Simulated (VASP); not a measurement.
# SrTiO3 (Tausonite) (Pm-3m) in VASP: notebook

SrTiO3 (Tausonite) is run at these levels: PBE; tasks: single point, relaxation of cell and atoms.

Everything below comes from runs of VASP 6.6.1. Logs are shortened: lines on timing, memory, paths and dates and some standing lists are left out, and cuts for length are marked.

### Step 1. The cell of the first run

Symmetry: Pm-3m, No. 221, cubic system. Conventional cell: a = 3.919 Å, b = 3.919 Å, c = 3.919 Å, α = 90.00°, β = 90.00°, γ = 90.00°. Sr (site symmetry m-3m) has 12 O at 2.77 Å and 8 Ti at 3.39 Å within 3.7 Å. Within 2.6 Å of Ti (site symmetry m-3m) lie 6 O at 1.96 Å. O (site symmetry 4/mmm) has 2 Ti at 1.96 Å within 2.6 Å.

### Step 2. Single point, PBE

INCAR

```
  PREC = Accurate
  ENCUT = 520
  EDIFF = 1E-6
  ISMEAR = 0
  SIGMA = 0.01
  LREAL = F
  LASPH = T
  NELM = 60
  ALGO = Normal
  ISIF = 2
  LWAVE = F
  LCHARG = F
  GGA = PE
  NBANDS = 28
```

KPOINTS

```
Automatic mesh
0
Gamma
  8 8 8
```

POSCAR

```
SrTiO3
1.0
    3.9192004358      0.0000000000      0.0000000000
    0.0000000000      3.9192004358      0.0000000000
    0.0000000000      0.0000000000      3.9192004358
Sr Ti O
1 1 3
Direct
    0.5000000000      0.5000000000      0.5000000000
    0.0000000000      0.0000000000      0.0000000000
    0.5000000000      0.0000000000      0.0000000000
    0.0000000000      0.5000000000      0.0000000000
    0.0000000000      0.0000000000      0.5000000000
```

Potentials or basis: VASP PAW PBE potentials, release 64 (Sr_sv, Ti_sv, O).

Command:

```
cat potpaw_PBE.64/Sr_sv/POTCAR potpaw_PBE.64/Ti_sv/POTCAR potpaw_PBE.64/O/POTCAR > POTCAR
mpirun -np 1 vasp_std > vasp.out
```

OUTCAR:

```text
PREC = Accurate
   ENCUT = 520
   EDIFF = 1E-6
   ISMEAR = 0
   LREAL = F
   LASPH = T
   NELM = 60
   ISIF = 2
   GGA = PE

 ion  position               nearest neighbor table
   1  0.500  0.500  0.500-   3 2.77   4 2.77   5 2.77   3 2.77   4 2.77   3 2.77   5 2.77   3 2.77
                             4 2.77   5 2.77   4 2.77   5 2.77   2 3.39   2 3.39   2 3.39   2 3.39
   2  0.000  0.000  0.000-   3 1.96   4 1.96   5 1.96   5 1.96   4 1.96   3 1.96   1 3.39   1 3.39
                             1 3.39   1 3.39   1 3.39   1 3.39   1 3.39   1 3.39
   3  0.500  0.000  0.000-   2 1.96   2 1.96   1 2.77   1 2.77   1 2.77   1 2.77
   4  0.000  0.500  0.000-   2 1.96   2 1.96   1 2.77   1 2.77   1 2.77   1 2.77
   5  0.000  0.000  0.500-   2 1.96   2 1.96   1 2.77   1 2.77   1 2.77   1 2.77

  LATTYP: Found a simple cubic cell.
 ALAT       =     3.9192004358

  Lattice vectors:

 A1 = (   3.9192004358,   0.0000000000,   0.0000000000)
 A2 = (   0.0000000000,   3.9192004358,   0.0000000000)
 A3 = (   0.0000000000,   0.0000000000,   3.9192004358)

Analysis of symmetry for initial positions (statically):
=====================================================================
 Subroutine PRICEL returns:
 Original cell was already a primitive cell.

 Routine SETGRP: Setting up the symmetry group for a
 simple cubic supercell.

 Subroutine GETGRP returns: Found 48 space group operations
 (whereof 48 operations were pure point group operations)
 out of a pool of 48 trial point group operations.

The static configuration has the point symmetry O_h .

Analysis of symmetry for dynamics (positions and initial velocities):
=====================================================================
 Subroutine PRICEL returns:
 Original cell was already a primitive cell.

 Routine SETGRP: Setting up the symmetry group for a
 simple cubic supercell.

 Subroutine GETGRP returns: Found 48 space group operations
 (whereof 48 operations were pure point group operations)
 out of a pool of 48 trial point group operations.

The dynamic configuration has the point symmetry O_h .

 Subroutine INISYM returns: Found 48 space group operations
 (whereof 48 operations are pure point group operations),
 and found     1 'primitive' translations

----------------------------------------------------------------------------------------

                                     Primitive cell

  volume of cell :      60.1994

  direct lattice vectors                    reciprocal lattice vectors
     3.919200436  0.000000000  0.000000000     0.255154085  0.000000000  0.000000000
     0.000000000  3.919200436  0.000000000     0.000000000  0.255154085  0.000000000
     0.000000000  0.000000000  3.919200436     0.000000000  0.000000000  0.255154085

  length of vectors
     3.919200436  3.919200436  3.919200436     0.255154085  0.255154085  0.255154085

  position of ions in fractional coordinates (direct lattice)
     0.500000000  0.500000000  0.500000000
     0.000000000  0.000000000  0.000000000
     0.500000000  0.000000000  0.000000000
     0.000000000  0.500000000  0.000000000
     0.000000000  0.000000000  0.500000000

  ion indices of the primitive-cell ions
   primitive index   ion index
                 1           1
                 2           2
                 3           3
                 4           4
                 5           5

----------------------------------------------------------------------------------------

 KPOINTS: Automatic mesh

Automatic generation of k-mesh.
 Grid dimensions read from file:
 generate k-points for:    8    8    8

 Generating k-lattice:

  Cartesian coordinates                     Fractional coordinates (reciprocal lattice)
     0.031894261  0.000000000  0.000000000     0.125000000  0.000000000  0.000000000
     0.000000000  0.031894261  0.000000000     0.000000000  0.125000000  0.000000000
     0.000000000  0.000000000  0.031894261     0.000000000  0.000000000  0.125000000

  Length of vectors
     0.031894261  0.031894261  0.031894261

  Shift w.r.t. Gamma in fractional coordinates (k-lattice)
     0.000000000  0.000000000  0.000000000

 Subroutine IBZKPT returns following result:
 ===========================================

 Found     35 irreducible k-points:

 Following reciprocal coordinates:
            Coordinates               Weight
  0.000000  0.000000  0.000000      1.000000
  0.125000  0.000000  0.000000      6.000000
  0.250000  0.000000  0.000000      6.000000
  0.375000  0.000000  0.000000      6.000000
  0.500000  0.000000  0.000000      3.000000
  0.125000  0.125000  0.000000     12.000000
[... 16 lines left out ...]
  0.375000  0.375000  0.125000     24.000000
  0.500000  0.375000  0.125000     24.000000
 [... further k-points ...]
   k-points           NKPTS =     35   k-points in BZ     NKDIM =     35   number of bands    NBANDS=     28
   number of dos      NEDOS =    301   number of ions     NIONS =      5
   total plane-waves  NPLWV =  27000
   dimension x,y,z NGX =    30 NGY =   30 NGZ =   30
   dimension x,y,z NGXF=    60 NGYF=   60 NGZF=   60
   ions per type =               1   1   3
   NGX,Y,Z   is equivalent  to a cutoff of  12.73, 12.73, 12.73 a.u.
   NGXF,Y,Z  is equivalent  to a cutoff of  25.45, 25.45, 25.45 a.u.
 SYSTEM =  unknown system
   PREC   = accura    normal or accurate (medium, high low for compatibility)
   ISTART =      0    job   : 0-new  1-cont  2-samecut
   ICHARG =      2    charge: 1-file 2-atom 10-const
   ISPIN  =      1    spin polarized calculation?
   LNONCOLLINEAR =      F non collinear calculations
   LSORBIT =      F    spin-orbit coupling
   LASPH  =      T    aspherical Exc in radial PAW
   ENCUT  =  520.0 eV  38.22 Ry    6.18 a.u.   7.29  7.29  7.29*2*pi/ulx,y,z
   NELM   =     60;   NELMIN=  2; NELMDL= -5     # of ELM steps
   EDIFF  = 0.1E-05   stopping-criterion for ELM
   LREAL  =      F    real-space projection
   EDIFFG = 0.1E-04   stopping-criterion for IOM
   NSW    =      0    number of steps for IOM
   IBRION =     -1    ionic relax: 0-MD 1-quasi-New 2-CG
   NFREE  =      0    steps in history (QN), initial steepest desc. (CG)
   ISIF   =      2    stress and relaxation
   ISYM   =      2    0-nonsym 1-usesym 2-fastsym
   POTIM  = 0.5000    time-step for ionic-motion
   TEBEG  =    0.0;   TEEND  =   0.0 temperature during run
   PSTRESS=    0.0 pullay stress
   NELECT =      40.0000    total number of electrons
   NUPDOWN=      -1.0000    fix difference up-down
   EMIN   =  10.00;   EMAX   =-10.00  energy-range for DOS
   EFERMI =   0.00;   METHOD = LEGACY
   ISMEAR =     0;   SIGMA  =   0.01  broadening in eV -4-tet -1-fermi 0-gaus
   EFERMI_NEDOS =   21; number of points for ismear=-14 and -15
   IALGO  =     38    algorithm
   IMIX   =      4    mixing-type and parameters
     AMIX     =   0.40;   BMIX     =  1.00
     AMIX_MAG =   1.60;   BMIX_MAG =  1.00
  volume/ion in A,a.u.               =      12.04        81.25
  Fermi-wavevector in a.u.,A,eV,Ry     =   1.428556  2.699580 27.766403  2.040773
  Thomas-Fermi vector in A             =   2.548605
   LORBIT       =      0    0 simple, 1 ext, 2 COOP (PROOUT), +10 PAW based schemes
   GGA     = PE    functional components
   LHFCALC =     F    Hartree Fock is set to
   AEXX    =    0.0000 exact exchange contribution
   IVDW    =     0    specifies the selected vdW correction
   LEPSILON=     F    determine dielectric tensor
   LRPA    =     F    only Hartree local field effects (RPA)
 non-spin polarized calculation
 Gauss-broadening in eV      SIGMA  =   0.01
  energy-cutoff  :      520.00
  volume of cell :       60.20
 maximum number of plane-waves:      1647
 NGX is ok and might be reduce to    30
   NGX = 15   NGY = 15   NGZ = 15

 number of electron      39.9999998 magnetization

 Free energy of the ion-electron system (eV)
  ---------------------------------------------------
  ext. energy  EPLUGINS =         0.00000000
  ---------------------------------------------------
  free energy    TOTEN  =       -40.09353731 eV

  energy without entropy =      -40.09353731  energy(sigma->0) =      -40.09353731

 E-fermi :   4.1548     XC(G=0): -11.2135

 val. band max:        4.0764003729   @ k =   0.5000   0.5000   0.5000
 cond. band min:       5.9125251799   @ k =   0.0000   0.0000   0.0000
 fundamental gap:      1.8361248070
 Fermi energy:         4.1547894856

 k-point     1 :       0.0000    0.0000    0.0000
  band No.  band energies     occupation
      1     -52.4324      2.00000
      2     -28.7471      2.00000
      3     -28.6716      2.00000
      4     -28.6716      2.00000
      5     -28.6716      2.00000
      6     -13.3124      2.00000
[... 20 lines left out ...]
     27       9.4672      0.00000
     28      10.1920      0.00000

 k-point     2 :       0.1250    0.0000    0.0000
  band No.  band energies     occupation
      1     -52.4321      2.00000
      2     -28.7647      2.00000
      3     -28.6712      2.00000
      4     -28.6712      2.00000
      5     -28.6607      2.00000
      6     -13.3183      2.00000
[... 20 lines left out ...]
     27       9.7397      0.00000
     28      10.5621      0.00000

 k-point     3 :       0.2500    0.0000    0.0000
  band No.  band energies     occupation
      1     -52.4316      2.00000
      2     -28.7988      2.00000
      3     -28.6702      2.00000
      4     -28.6702      2.00000
      5     -28.6425      2.00000
      6     -13.3805      2.00000
[... 20 lines left out ...]
     27      10.3935      0.00000
     28      11.5744      0.00000

 k-point     4 :       0.3750    0.0000    0.0000
  band No.  band energies     occupation
      1     -52.4311      2.00000
      2     -28.8284      2.00000
      3     -28.6693      2.00000
      4     -28.6693      2.00000
      5     -28.6286      2.00000
      6     -13.4823      2.00000
[... 20 lines left out ...]
     27      11.1147      0.00000
     28      12.1109      0.00000

 k-point     5 :       0.5000    0.0000    0.0000
  band No.  band energies     occupation
      1     -52.4309      2.00000
      2     -28.8400      2.00000
      3     -28.6689      2.00000
      4     -28.6689      2.00000
      5     -28.6235      2.00000
      6     -13.5297      2.00000
[... 20 lines left out ...]
     27      11.4450      0.00000
     28      12.0597      0.00000

 k-point     6 :       0.1250    0.1250    0.0000
  band No.  band energies     occupation
      1     -52.4319      2.00000
      2     -28.7729      2.00000
      3     -28.6812      2.00000
      4     -28.6708      2.00000
      5     -28.6489      2.00000
      6     -13.3071      2.00000
[... 463 lines left out ...]
      5     -28.6464      2.00000
      6     -13.1290      2.00000
[... 20 lines left out ...]
     27      11.9474      0.00000
     28      12.2898      0.00000

 k-point    22 :       0.5000    0.2500    0.1250
  band No.  band energies     occupation
      1     -52.4300      2.00000
      2     -28.7971      2.00000
      3     -28.7027      2.00000
      4     -28.6776      2.00000
      5     -28.6536      2.00000
      6     -13.1306      2.00000
[... 20 lines left out ...]
     27      12.1598      0.00000
     28      12.4288      0.00000

 k-point    23 :       0.3750    0.3750    0.1250
  band No.  band energies     occupation
      1     -52.4297      2.00000
      2     -28.7693      2.00000
      3     -28.7271      2.00000
      4     -28.6787      2.00000
      5     -28.6656      2.00000
      6     -12.9117      2.00000
[... 20 lines left out ...]
     27      12.2153      0.00000
     28      12.6596      0.00000

 k-point    24 :       0.5000    0.3750    0.1250
  band No.  band energies     occupation
      1     -52.4295      2.00000
      2     -28.7630      2.00000
      3     -28.7267      2.00000
      4     -28.6808      2.00000
      5     -28.6766      2.00000
      6     -12.8242      2.00000
[... 20 lines left out ...]
     27      12.2625      0.00000
     28      12.7637      0.00000

 [... further k-points ...]

------------------------ aborting loop because EDIFF is reached ----------------------------------------

  FORCE on cell =-STRESS in cart. coord.  units (eV):
  Direction    XX          YY          ZZ          XY          YZ          ZX
  --------------------------------------------------------------------------------------
  -------------------------------------------------------------------------------------
  Total        1.1060430      1.1060430      1.1060430      0.0000000     -0.0000000     -0.0000000
  in kB       29.4367719     29.4367719     29.4367719      0.0000000     -0.0000000     -0.0000000
  external PRESSURE =      29.4367719 kB  Pullay stress =       0.0000000 kB

 VOLUME and BASIS-vectors are now :
 -----------------------------------------------------------------------------
  energy-cutoff  :      520.00
  volume of cell :       60.20
      direct lattice vectors                 reciprocal lattice vectors
     3.919200436  0.000000000  0.000000000     0.255154085  0.000000000  0.000000000
     0.000000000  3.919200436  0.000000000     0.000000000  0.255154085  0.000000000
     0.000000000  0.000000000  3.919200436     0.000000000  0.000000000  0.255154085

 POSITION                                       TOTAL-FORCE (eV/Angst)
 -----------------------------------------------------------------------------------
      1.95960      1.95960      1.95960         0.000000      0.000000      0.000000
      0.00000      0.00000      0.00000         0.000000      0.000000      0.000000
      1.95960      0.00000      0.00000         0.000000      0.000000      0.000000
      0.00000      1.95960      0.00000         0.000000      0.000000      0.000000
      0.00000      0.00000      1.95960         0.000000      0.000000      0.000000
 -----------------------------------------------------------------------------------
    total drift:                                0.000000     -0.000000      0.000000

  FREE ENERGIE OF THE ION-ELECTRON SYSTEM (eV)
  ---------------------------------------------------
  free  energy   TOTEN  =       -40.0935373072 eV

  energy  without entropy=      -40.0935373072  energy(sigma->0) =      -40.09353731
```

It took 41 s on 1 thread of AMD EPYC 9R45 (Zen 5), shared host; peak memory 0.18 GiB.

What came out:

```
Free energy            : -40.0935 eV
Pressure               : 2.9 GPa
Band gap on the k mesh : 1.84 eV, indirect (least direct gap 2.20 eV)
```

Levels at points of the mesh, in eV from the valence-band top:
```
           k point  band 18  band 19  band 20  band 21  band 22  band 23
(0.00, 0.00, 0.00)    -0.36    -0.36    -0.36     1.84     1.84     1.84
(0.50, 0.00, 0.00)    -1.95    -0.73    -0.73     2.00     3.72     3.72
(0.50, 0.50, 0.00)    -1.56    -1.56    -0.09     3.73     3.73     4.18
(0.50, 0.50, 0.50)     0.00     0.00     0.00     4.39     4.39     4.39
```

A k mesh can miss the band edges. A hybrid or GW would open this gap; PBE tends to underestimate it.

### Step 3. Single point, PBE

INCAR

```
PREC     = Accurate       # precision mode
ENCUT    = 520            # plane-wave cutoff, eV
EDIFF    = 1E-7           # SCF threshold, eV
ISMEAR   = 0              # smearing method
SIGMA    = 0.02           # smearing width, eV
LREAL    = False          # projectors in reciprocal space
LASPH    = True           # aspherical terms in the spheres
NELM     = 60             # most SCF steps
ALGO     = Normal         # electronic algorithm
ISIF     = 2              # what is computed and relaxed
LWAVE    = False          # write WAVECAR
LCHARG   = True           # write CHGCAR
GGA      = PE             # functional
LELF     = True           # ELF
LVHAR    = True         
NBANDS   = 28             # bands
```

KPOINTS is that of step 2.

POSCAR is that of step 2.

Potentials or basis: VASP PAW PBE potentials, release 64 (Sr_sv, Ti_sv, O).

Command:

```
cat potpaw_PBE.64/Sr_sv/POTCAR potpaw_PBE.64/Ti_sv/POTCAR potpaw_PBE.64/O/POTCAR > POTCAR
mpirun -np 1 vasp_std > vasp.out
```

Run time: 43 s. Hardware: 1 thread of AMD EPYC 9R45 (Zen 5), shared host; peak memory 0.18 GiB.

The run converged. Its results:

```yaml
Free_energy: -40.0935 eV
Pressure: 2.9 GPa
Band_gap_on_the_k_mesh: 1.84 eV, indirect (least direct gap 2.20 eV)
```

Levels at points of the mesh, in eV from the valence-band top:
```tsv
k point	band 16	band 17	band 18	band 19	band 20	band 21	band 22	band 23	band 24	band 25
(0.00, 0.00, 0.00)	-1.15	-1.15	-0.36	-0.36	-0.36	1.84	1.84	1.84	4.23	4.23
(0.50, 0.00, 0.00)	-2.32	-2.32	-1.95	-0.73	-0.73	2.00	3.72	3.72	4.24	6.41
(0.50, 0.50, 0.00)	-2.81	-1.73	-1.56	-1.56	-0.09	3.73	3.73	4.18	5.19	7.83
(0.50, 0.50, 0.50)	-3.71	-3.71	0.00	0.00	0.00	4.39	4.39	4.39	6.90	6.90
```

A k mesh can miss the band edges. PBE gaps usually lie below the measured ones, often by a third to a half.

(Continued in part 2 of 2.)
